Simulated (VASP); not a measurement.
# Sr (P6_3/mmc) in VASP: further runs

Runs on Sr. Level: PBE. Tasks: relaxation of shape and atoms at fixed volume, single point.

Program: VASP 6.6.1. These are calculated values, not measurements. Logs are shortened: lines on timing, memory, paths and dates and some standing lists are left out, and cuts for length are marked.

## Step 1: The cell of the first run

The structure is hexagonal, space group P6_3/mmc (No. 194). Conventional cell: a = 4.176 Å, b = 4.176 Å, c = 13.691 Å, α = 90.00°, β = 90.00°, γ = 120.00°. Within 5.5 Å of Sr (site symmetry -3m) lie 12 Sr at 4.18 to 4.19 Å. Sr (site symmetry -6m2) has 12 Sr at 4.18 to 4.19 Å within 5.5 Å.

## Step 2: Relaxation of shape and atoms at fixed volume, PBE (volume scaled by 0.94)

Contents of INCAR:

```
  PREC = Accurate
  ENCUT = 600
  EDIFF = 1E-6
  ISMEAR = 0
  SIGMA = 0.1
  LREAL = F
  LASPH = T
  NELM = 100
  ALGO = Normal
  ISIF = 4
  LWAVE = F
  LCHARG = F
  GGA = PE
  IBRION = 2
  NSW = 50
  EDIFFG = -0.01
```

Contents of KPOINTS:

```
regular mesh
0
Gamma
  12 12 4
```

Contents of POSCAR:

```
Sr
1.0
    4.1757024750      0.0000000000      0.0000000000
   -2.0878512375      3.6162644220      0.0000000000
    0.0000000000      0.0000000000     13.6913322344
Sr
4
Direct
    0.0000000000      0.0000000000      0.0000000000
    0.3333333333      0.6666666667      0.2500000000
    0.0000000000      0.0000000000      0.5000000000
    0.6666666667      0.3333333333      0.7500000000
```

Potentials or basis: VASP PAW PBE potentials, release 64 (Sr_sv).

Command:

```
> cat potpaw_PBE.64/Sr_sv/POTCAR > POTCAR
> mpirun -np 1 vasp_std > vasp.out
```

OUTCAR:

```text
PREC = Accurate
   ENCUT = 600
   EDIFF = 1E-6
   ISMEAR = 0
   LREAL = F
   LASPH = T
   NELM = 100
   ISIF = 4
   GGA = PE
   IBRION = 2
   NSW = 50
   EDIFFG = -0.01

 ion  position               nearest neighbor table
   1  0.000  0.000  0.000-   2 4.19   4 4.19   4 4.19   2 4.19   4 4.19   2 4.19
   2  0.333  0.667  0.250-   1 4.19   3 4.19   1 4.19   3 4.19   1 4.19   3 4.19
   3  0.000  0.000  0.500-   2 4.19   4 4.19   4 4.19   2 4.19   4 4.19   2 4.19
   4  0.667  0.333  0.750-   1 4.19   3 4.19   1 4.19   3 4.19   1 4.19   3 4.19

  LATTYP: Found a hexagonal cell.
 ALAT       =     4.1757024750
 C/A-ratio  =     3.2788093300

  Lattice vectors:

 A1 = (   4.1757024750,   0.0000000000,   0.0000000000)
 A2 = (  -2.0878512375,   3.6162644220,   0.0000000000)
 A3 = (   0.0000000000,   0.0000000000,  13.6913322344)

Analysis of symmetry for initial positions (statically):
=====================================================================
 Subroutine PRICEL returns:
 Original cell was already a primitive cell.

 Routine SETGRP: Setting up the symmetry group for a
 hexagonal supercell.

 Subroutine GETGRP returns: Found 24 space group operations
 (whereof 12 operations were pure point group operations)
 out of a pool of 24 trial point group operations.

The static configuration has the point symmetry D_3d.
 The point group associated with its full space group is D_6h.

Analysis of symmetry for dynamics (positions and initial velocities):
=====================================================================
 Subroutine PRICEL returns:
 Original cell was already a primitive cell.

 Routine SETGRP: Setting up the symmetry group for a
 hexagonal supercell.

 Subroutine GETGRP returns: Found 24 space group operations
 (whereof 12 operations were pure point group operations)
 out of a pool of 24 trial point group operations.

The dynamic configuration has the point symmetry D_3d.
 The point group associated with its full space group is D_6h.

 Subroutine INISYM returns: Found 24 space group operations
 (whereof 12 operations are pure point group operations),
 and found     1 'primitive' translations

----------------------------------------------------------------------------------------

                                     Primitive cell

  volume of cell :     206.7452

  direct lattice vectors                    reciprocal lattice vectors
     4.175702475  0.000000000  0.000000000     0.239480664  0.138264226  0.000000000
    -2.087851237  3.616264422  0.000000000     0.000000000  0.276528451  0.000000000
     0.000000000  0.000000000 13.691332234     0.000000000  0.000000000  0.073038911

  length of vectors
     4.175702475  4.175702475 13.691332234     0.276528451  0.276528451  0.073038911

  position of ions in fractional coordinates (direct lattice)
     0.000000000  0.000000000  0.000000000
     0.333333333  0.666666667  0.250000000
     0.000000000  0.000000000  0.500000000
     0.666666667  0.333333333  0.750000000

  ion indices of the primitive-cell ions
   primitive index   ion index
                 1           1
                 2           2
                 3           3
                 4           4

----------------------------------------------------------------------------------------

 KPOINTS: regular mesh

Automatic generation of k-mesh.
 Grid dimensions read from file:
 generate k-points for:   12   12    4

 Generating k-lattice:

  Cartesian coordinates                     Fractional coordinates (reciprocal lattice)
     0.019956722  0.011522019  0.000000000     0.083333333  0.000000000  0.000000000
     0.000000000  0.023044038  0.000000000     0.000000000  0.083333333  0.000000000
     0.000000000  0.000000000  0.018259728     0.000000000  0.000000000  0.250000000

  Length of vectors
     0.023044038  0.023044038  0.018259728

  Shift w.r.t. Gamma in fractional coordinates (k-lattice)
     0.000000000  0.000000000  0.000000000

 Subroutine IBZKPT returns following result:
 ===========================================

 Found     57 irreducible k-points:

 Following reciprocal coordinates:
            Coordinates               Weight
  0.000000  0.000000  0.000000      1.000000
  0.083333  0.000000  0.000000      6.000000
  0.166667  0.000000  0.000000      6.000000
  0.250000  0.000000  0.000000      6.000000
  0.333333  0.000000  0.000000      6.000000
  0.416667  0.000000  0.000000      6.000000
[... 16 lines left out ...]
  0.250000  0.000000  0.250000     12.000000
  0.333333  0.000000  0.250000     12.000000
 [... further k-points ...]
   k-points           NKPTS =     57   k-points in BZ     NKDIM =     57   number of bands    NBANDS=     24
   number of dos      NEDOS =    301   number of ions     NIONS =      4
   total plane-waves  NPLWV = 145152
   dimension x,y,z NGX =    36 NGY =   36 NGZ =  112
   dimension x,y,z NGXF=    72 NGYF=   72 NGZF=  224
   ions per type =               4
   NGX,Y,Z   is equivalent  to a cutoff of  14.33, 14.33, 13.60 a.u.
   NGXF,Y,Z  is equivalent  to a cutoff of  28.67, 28.67, 27.20 a.u.
 SYSTEM =  unknown system
   PREC   = accura    normal or accurate (medium, high low for compatibility)
   ISTART =      0    job   : 0-new  1-cont  2-samecut
   ICHARG =      2    charge: 1-file 2-atom 10-const
   ISPIN  =      1    spin polarized calculation?
   LNONCOLLINEAR =      F non collinear calculations
   LSORBIT =      F    spin-orbit coupling
   LASPH  =      T    aspherical Exc in radial PAW
   ENCUT  =  600.0 eV  44.10 Ry    6.64 a.u.   8.34  8.34 27.34*2*pi/ulx,y,z
   NELM   =    100;   NELMIN=  2; NELMDL= -5     # of ELM steps
   EDIFF  = 0.1E-05   stopping-criterion for ELM
   LREAL  =      F    real-space projection
   EDIFFG = -.1E-01   stopping-criterion for IOM
   NSW    =     50    number of steps for IOM
   IBRION =      2    ionic relax: 0-MD 1-quasi-New 2-CG
   NFREE  =      1    steps in history (QN), initial steepest desc. (CG)
   ISIF   =      4    stress and relaxation
   ISYM   =      2    0-nonsym 1-usesym 2-fastsym
   POTIM  = 0.5000    time-step for ionic-motion
   TEBEG  =    0.0;   TEEND  =   0.0 temperature during run
   PSTRESS=    0.0 pullay stress
   NELECT =      40.0000    total number of electrons
   NUPDOWN=      -1.0000    fix difference up-down
   EMIN   =  10.00;   EMAX   =-10.00  energy-range for DOS
   EFERMI =   0.00;   METHOD = LEGACY
   ISMEAR =     0;   SIGMA  =   0.10  broadening in eV -4-tet -1-fermi 0-gaus
   EFERMI_NEDOS =   21; number of points for ismear=-14 and -15
   IALGO  =     38    algorithm
   IMIX   =      4    mixing-type and parameters
     AMIX     =   0.40;   BMIX     =  1.00
     AMIX_MAG =   1.60;   BMIX_MAG =  1.00
  volume/ion in A,a.u.               =      51.69       348.80
  Fermi-wavevector in a.u.,A,eV,Ry     =   0.946854  1.789295 12.198065  0.896532
  Thomas-Fermi vector in A             =   2.074892
   LORBIT       =      0    0 simple, 1 ext, 2 COOP (PROOUT), +10 PAW based schemes
   GGA     = PE    functional components
   LHFCALC =     F    Hartree Fock is set to
   AEXX    =    0.0000 exact exchange contribution
   IVDW    =     0    specifies the selected vdW correction
   LEPSILON=     F    determine dielectric tensor
   LRPA    =     F    only Hartree local field effects (RPA)
 conjugate gradient relaxation of ions
 non-spin polarized calculation
 Gauss-broadening in eV      SIGMA  =   0.10
  energy-cutoff  :      600.00
  volume of cell :      206.75
 maximum number of plane-waves:      6954
 NGX is ok and might be reduce to    36
   NGX = 17   NGY = 17   NGZ = 55

 number of electron      39.9999999 magnetization

 Free energy of the ion-electron system (eV)
  ---------------------------------------------------
  ext. energy  EPLUGINS =         0.00000000
  ---------------------------------------------------
  free energy    TOTEN  =        -6.52197056 eV

  energy without entropy =       -6.49832177  energy(sigma->0) =       -6.51014616

 E-fermi :   1.8241     XC(G=0):  -7.5400

 val. band max:        1.8233086797   @ k =   0.2500   0.0000   0.0000
 cond. band min:       1.8276239824   @ k =   0.1667   0.1667   0.0000
 fundamental gap:      0.0043153026
 Fermi energy:         1.8241165315

 k-point     1 :       0.0000    0.0000    0.0000
  band No.  band energies     occupation
      1     -34.6934      2.00000
      2     -34.6851      2.00000
      3     -34.6832      2.00000
      4     -34.6749      2.00000
      5     -16.8096      2.00000
      6     -16.6930      2.00000
[... 16 lines left out ...]
     23       3.0962      0.00000
     24       4.0730      0.00000

 k-point     2 :       0.0833    0.0000    0.0000
  band No.  band energies     occupation
      1     -34.6923      2.00000
      2     -34.6843      2.00000
      3     -34.6824      2.00000
      4     -34.6744      2.00000
      5     -16.8042      2.00000
      6     -16.6945      2.00000
[... 16 lines left out ...]
     23       3.0921      0.00000
     24       3.8731      0.00000

 k-point     3 :       0.1667    0.0000    0.0000
  band No.  band energies     occupation
      1     -34.6891      2.00000
      2     -34.6819      2.00000
      3     -34.6801      2.00000
      4     -34.6728      2.00000
      5     -16.7888      2.00000
      6     -16.7025      2.00000
[... 16 lines left out ...]
     23       3.0766      0.00000
     24       3.4286      0.00000

 k-point     4 :       0.2500    0.0000    0.0000
  band No.  band energies     occupation
      1     -34.6847      2.00000
      2     -34.6788      2.00000
      3     -34.6769      2.00000
      4     -34.6709      2.00000
      5     -16.7671      2.00000
      6     -16.7274      2.00000
[... 16 lines left out ...]
     23       2.8707      0.00000
     24       3.0194      0.00000

 k-point     5 :       0.3333    0.0000    0.0000
  band No.  band energies     occupation
      1     -34.6800      2.00000
      2     -34.6756      2.00000
      3     -34.6737      2.00000
      4     -34.6693      2.00000
      5     -16.7686      2.00000
      6     -16.7670      2.00000
[... 16 lines left out ...]
     23       2.5099      0.00000
     24       2.6627      0.00000

 k-point     6 :       0.4167    0.0000    0.0000
  band No.  band energies     occupation
      1     -34.6762      2.00000
      2     -34.6733      2.00000
      3     -34.6714      2.00000
      4     -34.6685      2.00000
      5     -16.7990      2.00000
      6     -16.7952      2.00000
[... 16 lines left out ...]
     23       2.2645      0.00000
     24       2.3125      0.00000
[... 379 lines left out ...]
 k-point    21 :       0.0833    0.0000    0.2500
  band No.  band energies     occupation
      1     -34.6916      2.00000
      2     -34.6868      2.00000
      3     -34.6798      2.00000
      4     -34.6750      2.00000
      5     -16.7958      2.00000
      6     -16.7356      2.00000
[... 16 lines left out ...]
     23       3.4274      0.00000
     24       3.8857      0.00000

 k-point    22 :       0.1667    0.0000    0.2500
  band No.  band energies     occupation
      1     -34.6885      2.00000
      2     -34.6842      2.00000
      3     -34.6778      2.00000
      4     -34.6735      2.00000
      5     -16.7821      2.00000
      6     -16.7345      2.00000
[... 16 lines left out ...]
     23       3.2487      0.00000
     24       3.4789      0.00000

 k-point    23 :       0.2500    0.0000    0.2500
  band No.  band energies     occupation
      1     -34.6842      2.00000
      2     -34.6806      2.00000
      3     -34.6751      2.00000
      4     -34.6715      2.00000
      5     -16.7643      2.00000
      6     -16.7422      2.00000
[... 16 lines left out ...]
     23       2.8326      0.00000
     24       3.0209      0.00000

 k-point    24 :       0.3333    0.0000    0.2500
  band No.  band energies     occupation
      1     -34.6796      2.00000
      2     -34.6769      2.00000
      3     -34.6724      2.00000
      4     -34.6697      2.00000
      5     -16.7714      2.00000
      6     -16.7566      2.00000
[... 16 lines left out ...]
     23       2.4518      0.00000
     24       2.6033      0.00000

 [... further k-points ...]
[... 5 lines left out ...]
  --------------------------------------------------------------------------------------
  -------------------------------------------------------------------------------------
  Total        1.0647699      1.0647699      1.0325292      0.0000000     -0.0000000      0.0000000
  in kB        8.2514620      8.2514620      8.0016118      0.0000000     -0.0000000      0.0000000
  external PRESSURE =       8.1681786 kB  Pullay stress =       0.0000000 kB

 VOLUME and BASIS-vectors are now :
 -----------------------------------------------------------------------------
  energy-cutoff  :      600.00
  volume of cell :      206.75
      direct lattice vectors                 reciprocal lattice vectors
     4.175702475  0.000000000  0.000000000     0.239480664  0.138264226  0.000000000
    -2.087851237  3.616264422  0.000000000     0.000000000  0.276528451  0.000000000
     0.000000000  0.000000000 13.691332234     0.000000000  0.000000000  0.073038911

 POSITION                                       TOTAL-FORCE (eV/Angst)
 -----------------------------------------------------------------------------------
      0.00000      0.00000      0.00000        -0.000000      0.000000     -0.000000
     -0.00000      2.41084      3.42283         0.000000      0.000000      0.000000
      0.00000      0.00000      6.84567        -0.000000      0.000000     -0.000000
      2.08785      1.20542     10.26850        -0.000000      0.000000     -0.000000
 -----------------------------------------------------------------------------------
    total drift:                               -0.000000      0.000000      0.000000

  FREE ENERGIE OF THE ION-ELECTRON SYSTEM (eV)
  ---------------------------------------------------
  free  energy   TOTEN  =        -6.5219705618 eV

  energy  without entropy=       -6.4983217681  energy(sigma->0) =       -6.51014616

 reached required accuracy - stopping structural energy minimisation
```

Run time: 3.9 min. Hardware: 1 thread of Intel Xeon Platinum 8488C (Sapphire Rapids), shared host; peak memory 0.54 GiB.

What came out:

* Free energy: -6.5220 eV
* Pressure after relaxing: 0.8 GPa
* Band gap on the k mesh: zero (band 20 reaches 1.96 eV, above the bottom of band 21 at 1.78 eV)

Final structure:
```
Sr
1.0
     4.17570    0.00000    0.00000
    -2.08785    3.61626    0.00000
     0.00000    0.00000   13.69133
Sr
4
Direct
  0.00000 0.00000 0.00000
  0.33333 0.66667 0.25000
  0.00000 0.00000 0.50000
  0.66667 0.33333 0.75000
```

Levels at points of the mesh, in eV from the Fermi level:
| k point | band 17 | band 18 | band 19 | band 20 | band 21 | band 22 | band 23 | band 24 |
| --- | --- | --- | --- | --- | --- | --- | --- | --- |
| (0.00, 0.00, 0.00) | -3.76 | -2.78 | -2.77 | -1.19 | 0.11 | 1.25 | 1.27 | 2.25 |
| (0.50, 0.00, 0.00) | -1.16 | -0.89 | -0.77 | -0.63 | 0.07 | 0.24 | 0.28 | 0.30 |
| (0.00, 0.00, 0.50) | -3.50 | -3.50 | -1.81 | -1.81 | 0.54 | 0.54 | 1.99 | 1.99 |
| (0.50, 0.00, 0.50) | -1.04 | -1.04 | -0.68 | -0.68 | 0.13 | 0.13 | 0.32 | 0.32 |

Caveat: the relaxation stopped at its first step, so nothing moved.

(Continued in part 2 of 2.)
